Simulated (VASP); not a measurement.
# CsNi2 in VASP: further runs, part 2 of 2

VASP 6.6.1. The steps go on from the part before.

## 3. Single point, PBE

This run uses another cell than the first one: it holds 6 atoms, not 3.

INCAR

```
SYSTEM = CsNi2
  PREC = Accurate
  ENCUT = 520
  EDIFF = 1E-7
  ISMEAR = 0
  SIGMA = 0.1
  LREAL = .False.
  LASPH = .True.
  NELM = 80
  ALGO = Fast
  ISIF = 2
  LWAVE = .False.
  LCHARG = .False.
  GGA = PE
  NBANDS = 38
```

KPOINTS

```
regular mesh
0
Gamma
  4 4 4
  0 0 0
```

POSCAR

```
CsNi2
1.0
    3.3448302293      0.0000000000      0.0000000000
    0.0000000000     12.1822274999      0.0000000000
    0.0000000000      0.0000000000      3.3444921318
Cs Ni
2 4
Direct
    0.0000000000      0.0000000000      0.0000000000
    0.5000000000      0.5000000000      0.5000000000
   -0.0000955123      0.2678258254      0.0000000000
    1.0000955123      0.7321741746      0.0000000000
    0.4999044877      0.2321741746      0.5000000000
    0.5000955123      0.7678258254      0.5000000000
```

Potentials or basis: VASP PAW PBE potentials, release 64 (Cs_sv, Ni).

On the command line:

```console
$ cat potpaw_PBE.64/Cs_sv/POTCAR potpaw_PBE.64/Ni/POTCAR > POTCAR
$ mpirun -np 1 vasp_std > vasp.out
```

OUTCAR:

```text
SYSTEM = CsNi2
   PREC = Accurate
   ENCUT = 520
   EDIFF = 1E-7
   ISMEAR = 0
   LREAL = .False.
   LASPH = .True.
   NELM = 80
   ISIF = 2
   GGA = PE

 ion  position               nearest neighbor table
   1  0.000  0.000  0.000-
   2  0.500  0.500  0.500-
   3  1.000  0.268  0.000-   5 2.40   5 2.40   5 2.40   5 2.40
   4  0.000  0.732  0.000-   6 2.40   6 2.40   6 2.40   6 2.40
   5  0.500  0.232  0.500-   3 2.40   3 2.40   3 2.40   3 2.40
   6  0.500  0.768  0.500-   4 2.40   4 2.40   4 2.40   4 2.40

  LATTYP: Found a simple orthorhombic cell.
 ALAT       =     3.3444921318
 B/A-ratio  =     1.0001010908
 C/A-ratio  =     3.6424745581

  Lattice vectors:

 A1 = (   0.0000000000,   0.0000000000,   3.3444921318)
 A2 = (   3.3448302293,   0.0000000000,   0.0000000000)
 A3 = (   0.0000000000,  12.1822274999,   0.0000000000)

Analysis of symmetry for initial positions (statically):
=====================================================================
 Subroutine PRICEL returns:
 Original cell was already a primitive cell.

 Routine SETGRP: Setting up the symmetry group for a
 simple orthorhombic supercell.

 Subroutine GETGRP returns: Found  8 space group operations
 (whereof  4 operations were pure point group operations)
 out of a pool of  8 trial point group operations.

The static configuration has the point symmetry C_2h.
 The point group associated with its full space group is D_2h.

Analysis of symmetry for dynamics (positions and initial velocities):
=====================================================================
 Subroutine PRICEL returns:
 Original cell was already a primitive cell.

 Routine SETGRP: Setting up the symmetry group for a
 simple orthorhombic supercell.

 Subroutine GETGRP returns: Found  8 space group operations
 (whereof  4 operations were pure point group operations)
 out of a pool of  8 trial point group operations.

The dynamic configuration has the point symmetry C_2h.
 The point group associated with its full space group is D_2h.

 Subroutine INISYM returns: Found  8 space group operations
 (whereof  4 operations are pure point group operations),
 and found     1 'primitive' translations

----------------------------------------------------------------------------------------

                                     Primitive cell

  volume of cell :     136.2796

  direct lattice vectors                    reciprocal lattice vectors
     3.344830229  0.000000000  0.000000000     0.298968836  0.000000000  0.000000000
     0.000000000 12.182227500  0.000000000     0.000000000  0.082086794  0.000000000
     0.000000000  0.000000000  3.344492132     0.000000000  0.000000000  0.298999059

  length of vectors
     3.344830229 12.182227500  3.344492132     0.298968836  0.082086794  0.298999059

  position of ions in fractional coordinates (direct lattice)
     0.000000000  0.000000000  0.000000000
     0.500000000  0.500000000  0.500000000
     0.999904488  0.267825825  0.000000000
     0.000095512  0.732174175  0.000000000
[... 35 lines left out ...]

 Found     27 irreducible k-points:

 Following reciprocal coordinates:
            Coordinates               Weight
  0.000000  0.000000  0.000000      1.000000
  0.250000  0.000000  0.000000      2.000000
  0.500000  0.000000  0.000000      1.000000
  0.000000  0.250000  0.000000      2.000000
  0.250000  0.250000  0.000000      4.000000
  0.500000  0.250000  0.000000      2.000000
[... 16 lines left out ...]
  0.250000  0.250000  0.500000      4.000000
  0.500000  0.250000  0.500000      2.000000
 [... further k-points ...]
   k-points           NKPTS =     27   k-points in BZ     NKDIM =     27   number of bands    NBANDS=     38
   number of dos      NEDOS =    301   number of ions     NIONS =      6
   total plane-waves  NPLWV =  75264
   dimension x,y,z NGX =    28 NGY =   96 NGZ =   28
   dimension x,y,z NGXF=    56 NGYF=  192 NGZF=   56
   ions per type =               2   4
   NGX,Y,Z   is equivalent  to a cutoff of  13.92, 13.10, 13.92 a.u.
   NGXF,Y,Z  is equivalent  to a cutoff of  27.83, 26.20, 27.84 a.u.
 SYSTEM =  CsNi2
   PREC   = accura    normal or accurate (medium, high low for compatibility)
   ISTART =      0    job   : 0-new  1-cont  2-samecut
   ICHARG =      2    charge: 1-file 2-atom 10-const
   ISPIN  =      1    spin polarized calculation?
   LNONCOLLINEAR =      F non collinear calculations
   LSORBIT =      F    spin-orbit coupling
   LASPH  =      T    aspherical Exc in radial PAW
   ENCUT  =  520.0 eV  38.22 Ry    6.18 a.u.   6.22 22.65  6.22*2*pi/ulx,y,z
   NELM   =     80;   NELMIN=  2; NELMDL= -5     # of ELM steps
   EDIFF  = 0.1E-06   stopping-criterion for ELM
   LREAL  =      F    real-space projection
   EDIFFG = 0.1E-05   stopping-criterion for IOM
   NSW    =      0    number of steps for IOM
   IBRION =     -1    ionic relax: 0-MD 1-quasi-New 2-CG
   NFREE  =      0    steps in history (QN), initial steepest desc. (CG)
   ISIF   =      2    stress and relaxation
   ISYM   =      2    0-nonsym 1-usesym 2-fastsym
   POTIM  = 0.5000    time-step for ionic-motion
   TEBEG  =    0.0;   TEEND  =   0.0 temperature during run
   PSTRESS=    0.0 pullay stress
   NELECT =      58.0000    total number of electrons
   NUPDOWN=      -1.0000    fix difference up-down
   EMIN   =  10.00;   EMAX   =-10.00  energy-range for DOS
   EFERMI =   0.00;   METHOD = LEGACY
   ISMEAR =     0;   SIGMA  =   0.10  broadening in eV -4-tet -1-fermi 0-gaus
   EFERMI_NEDOS =   21; number of points for ismear=-14 and -15
   IALGO  =     68    algorithm
   IMIX   =      4    mixing-type and parameters
     AMIX     =   0.40;   BMIX     =  1.00
     AMIX_MAG =   1.60;   BMIX_MAG =  1.00
  volume/ion in A,a.u.               =      22.71       153.28
  Fermi-wavevector in a.u.,A,eV,Ry     =   1.231423  2.327052 20.631902  1.516402
  Thomas-Fermi vector in A             =   2.366233
   LORBIT       =      0    0 simple, 1 ext, 2 COOP (PROOUT), +10 PAW based schemes
   GGA     = PE    functional components
   LHFCALC =     F    Hartree Fock is set to
   AEXX    =    0.0000 exact exchange contribution
   IVDW    =     0    specifies the selected vdW correction
   LEPSILON=     F    determine dielectric tensor
   LRPA    =     F    only Hartree local field effects (RPA)
 non-spin polarized calculation
 RMM-DIIS sequential band-by-band and
 Gauss-broadening in eV      SIGMA  =   0.10
  energy-cutoff  :      520.00
  volume of cell :      136.28
 maximum number of plane-waves:      3704
 NGX is ok and might be reduce to    28

 number of electron      58.0000023 magnetization

 Free energy of the ion-electron system (eV)
  ---------------------------------------------------
  ext. energy  EPLUGINS =         0.00000000
  ---------------------------------------------------
  free energy    TOTEN  =       -19.34087018 eV

  energy without entropy =      -19.32002139  energy(sigma->0) =      -19.33044578

 E-fermi :   4.6593     XC(G=0): -10.0920

 val. band max:        4.6558187053   @ k =   0.5000   0.0000   0.5000
 cond. band min:       4.6730535487   @ k =   0.0000   0.0000   0.0000
 fundamental gap:      0.0172348434
 Fermi energy:         4.6593351975

 k-point     1 :       0.0000    0.0000    0.0000
  band No.  band energies     occupation
      1     -18.6576      2.00000
      2     -18.6556      2.00000
      3      -5.6527      2.00000
      4      -5.4628      2.00000
      5      -3.6787      2.00000
      6      -3.6776      2.00000
[... 973 lines left out ...]
     37       8.4784      0.00000
     38       8.4935      0.00000

 [... further k-points ...]

------------------------ aborting loop because EDIFF is reached ----------------------------------------

  FORCE on cell =-STRESS in cart. coord.  units (eV):
  Direction    XX          YY          ZZ          XY          YZ          ZX
  --------------------------------------------------------------------------------------
  -------------------------------------------------------------------------------------
  Total        0.1681616      0.2637475      0.1714386      0.0000000      0.0000000      0.0000000
  in kB        1.9769995      3.1007586      2.0155250      0.0000000      0.0000000      0.0000000
  external PRESSURE =       2.3644277 kB  Pullay stress =       0.0000000 kB

 VOLUME and BASIS-vectors are now :
 -----------------------------------------------------------------------------
  energy-cutoff  :      520.00
  volume of cell :      136.28
      direct lattice vectors                 reciprocal lattice vectors
     3.344830229  0.000000000  0.000000000     0.298968836  0.000000000  0.000000000
     0.000000000 12.182227500  0.000000000     0.000000000  0.082086794  0.000000000
     0.000000000  0.000000000  3.344492132     0.000000000  0.000000000  0.298999059

 POSITION                                       TOTAL-FORCE (eV/Angst)
 -----------------------------------------------------------------------------------
      0.00000      0.00000      0.00000         0.000000      0.000000      0.000000
      1.67242      6.09111      1.67225         0.000000      0.000000      0.000000
      3.34451      3.26272      0.00000         0.000045      0.042675     -0.000000
      0.00032      8.91951      0.00000        -0.000045     -0.042675      0.000000
      1.67210      2.82840      1.67225         0.000045     -0.042675     -0.000000
      1.67273      9.35383      1.67225        -0.000045      0.042675      0.000000
 -----------------------------------------------------------------------------------
    total drift:                                0.000000      0.000000      0.000000

  FREE ENERGIE OF THE ION-ELECTRON SYSTEM (eV)
  ---------------------------------------------------
  free  energy   TOTEN  =       -19.3408701781 eV

  energy  without entropy=      -19.3200213919  energy(sigma->0) =      -19.33044578
```

Run time: 2.3 min. Hardware: 1 thread of AMD EPYC 9R45 (Zen 5), shared host; peak memory 0.29 GiB.

What came out:

```yaml
Free_energy: -19.3409 eV
Pressure: 0.2 GPa
Largest_force: 0.043 eV/Å
Band_gap_on_the_k_mesh: zero (bands 29 and 30 overlap by 0.75 eV)
```

Forces on the atoms (eV/Å):
```
Cs   0.000  0.000  0.000
Cs   0.000  0.000  0.000
Ni   0.000  0.043  0.000
Ni   0.000 -0.043  0.000
Ni   0.000 -0.043  0.000
Ni   0.000  0.043  0.000
```

Stress tensor (GPa, compression positive):
```
0.20 0.00 0.00
0.00 0.31 0.00
0.00 0.00 0.20
```

Levels at points of the mesh, in eV from the Fermi level:
| k point | band 24 | band 25 | band 26 | band 27 | band 28 | band 29 | band 30 | band 31 | band 32 | band 33 |
| --- | --- | --- | --- | --- | --- | --- | --- | --- | --- | --- |
| (0.00, 0.00, 0.00) | -0.41 | -0.41 | -0.41 | -0.41 | 0.01 | 0.02 | 0.58 | 0.58 | 1.40 | 1.72 |
| (0.50, 0.00, 0.00) | -0.63 | -0.49 | -0.49 | -0.49 | -0.49 | -0.31 | -0.31 | -0.21 | -0.21 | 2.30 |
| (0.00, 0.50, 0.00) | -0.41 | -0.41 | -0.41 | 0.02 | 0.02 | 0.40 | 0.40 | 0.58 | 0.58 | 2.00 |
| (0.50, 0.50, 0.00) | -0.61 | -0.49 | -0.49 | -0.49 | -0.49 | -0.35 | -0.35 | -0.07 | -0.07 | 1.74 |
| (0.00, 0.00, 0.50) | -0.63 | -0.49 | -0.49 | -0.49 | -0.49 | -0.31 | -0.31 | -0.21 | -0.21 | 2.30 |
| (0.50, 0.00, 0.50) | -0.69 | -0.52 | -0.52 | -0.50 | -0.50 | 0.00 | 0.00 | 0.34 | 0.34 | 1.35 |
| (0.00, 0.50, 0.50) | -0.61 | -0.49 | -0.49 | -0.49 | -0.49 | -0.35 | -0.35 | -0.07 | -0.07 | 1.74 |
| (0.50, 0.50, 0.50) | -0.69 | -0.51 | -0.51 | -0.51 | -0.51 | 0.12 | 0.12 | 0.77 | 0.77 | 0.77 |

Caveat: the k points lie up to 0.47 Å⁻¹ apart, too coarse for converged energies and pressures of a metal; spin-orbit coupling is left out, which moves the levels of the heavy elements. Spin polarisation is off, so any magnetic state and its effect on volume and gap are missing.

## 4. Relaxation of cell and atoms, PBE

This run uses another cell than the first one, of 22.71 Å³/atom.

INCAR

```
SYSTEM = CsNi2
PREC = Accurate
ENCUT = 600
EDIFF = 1E-7
ISMEAR = 0
SIGMA = 0.1
LREAL = .False.
LASPH = .True.
NELM = 100
ALGO = Normal
ISIF = 3
LWAVE = .False.
LCHARG = .False.
GGA = PE
IBRION = 2
NSW = 90
EDIFFG = -0.04
```

KPOINTS

```
Automatic mesh
0
Gamma
  8 8 8
  0 0 0
```

POSCAR

```
CsNi2
1.0
   -1.6723305903      1.6723305903      6.0911137499
    1.6723305903     -1.6723305903      6.0911137499
    1.6723305903      1.6723305903     -6.0911137499
Cs Ni
1 2
Direct
    0.0000000000      0.0000000000      0.0000000000
    0.2678258254      0.2678258254      0.0000000000
    0.7321741746      0.7321741746      0.0000000000
```

On the command line:

```console
$ cat potpaw_PBE.64/Cs_sv/POTCAR potpaw_PBE.64/Ni/POTCAR > POTCAR
$ mpirun -np 1 vasp_std > vasp.out
```

It took 8.2 min on 1 thread of AMD EPYC 9R45 (Zen 5), shared host; peak memory 0.45 GiB.

The run converged. Its results:

| Item | Value |
| --- | --- |
| Free energy | -9.6756 eV |
| Relaxed volume | 22.64 Å³/atom |
| Relaxed cell | a = 6.478 Å, b = 6.478 Å, c = 6.478 Å, α = 149.97°, β = 149.97°, γ = 42.99° |
| Space group after relaxing (to 0.1 Å) | I4/mmm (No. 139) |
| Energy gained by relaxing | 1.1 meV/atom |
| Ionic steps | 4 |
| Pressure after relaxing | 0.1 GPa |
| Largest force after relaxing | 0.018 eV/Å |
| Band gap on the k mesh | zero (an odd number of electrons rules out a gap without spin polarisation) |

Forces in eV/Å, atoms in the order of the input:
```
Cs   0.000  0.000  0.000
Ni   0.000  0.000 -0.018
Ni   0.000  0.000  0.018
```

Step by step:
| step | energy change (eV) | largest force (eV/Å) | pressure (GPa) | volume (Å³) |
| --- | --- | --- | --- | --- |
| 1 | 0.0000 | 0.0940 | 0.00 | 68.14 |
| 2 | -0.0020 | 0.0750 | -0.04 | 68.13 |
| 3 | -0.0030 | 0.0478 | -0.12 | 68.12 |
| 4 | -0.0033 | 0.0181 | 0.07 | 67.91 |

Final structure:
```
Cs Ni
1.0
    -1.67833    1.67833    6.02726
     1.67833   -1.67833    6.02726
     1.67833    1.67833   -6.02726
Cs Ni
1 2
Direct
  0.00000 0.00000 0.00000
  0.26664 0.26664 0.00000
  0.73336 0.73336 0.00000
```

Levels at points of the mesh, in eV from the Fermi level:
| k point | band 11 | band 12 | band 13 | band 14 | band 15 | band 16 | band 17 | band 18 |
| --- | --- | --- | --- | --- | --- | --- | --- | --- |
| (0.00, 0.00, 0.00) | -0.57 | -0.30 | -0.30 | 0.09 | 0.67 | 1.41 | 1.86 | 2.02 |
| (0.50, 0.00, 0.00) | -0.89 | -0.56 | -0.45 | -0.44 | -0.31 | -0.02 | 1.85 | 3.19 |
| (0.50, 0.50, 0.00) | -0.64 | -0.64 | -0.40 | -0.37 | 0.08 | 0.34 | 1.36 | 3.59 |
| (0.50, 0.50, 0.50) | -0.94 | -0.62 | -0.30 | -0.30 | 0.09 | 0.67 | 2.06 | 2.39 |

Caveat: spin-orbit coupling is left out, which moves the levels of the heavy elements.

## 5. Overview

```csv
task,cell,k mesh,cutoff (eV),gap on the mesh (eV),pressure (GPa),largest force (eV/Å)
single point,"a = 6.469 Å, angles 150.0, 150.0, 43.0°, 3 atoms, atomic positions A",8 × 8 × 8,520,none,0.5,0.02
single point,"a = 3.345, b = 12.182 Å, 6 atoms, atomic positions B",4 × 4 × 4,520,none,0.2,0.04
relaxation of cell and atoms,"relaxed from a = 6.534 Å, angles 150.3, 150.3, 42.4°, 3 atoms, atomic positions C",8 × 8 × 8,600,none,0.1,0.02
```

Alike in all rows: level PBE; potentials or basis VASP PAW PBE potentials, release 64 (Cs_sv, Ni); no spin polarisation; smearing gaussian 0.1 eV.

Caveats: some runs use coarse meshes; spin-orbit coupling is left out, which moves the levels of the heavy elements.

Absolute energies hang on the potentials; compare differences alone.
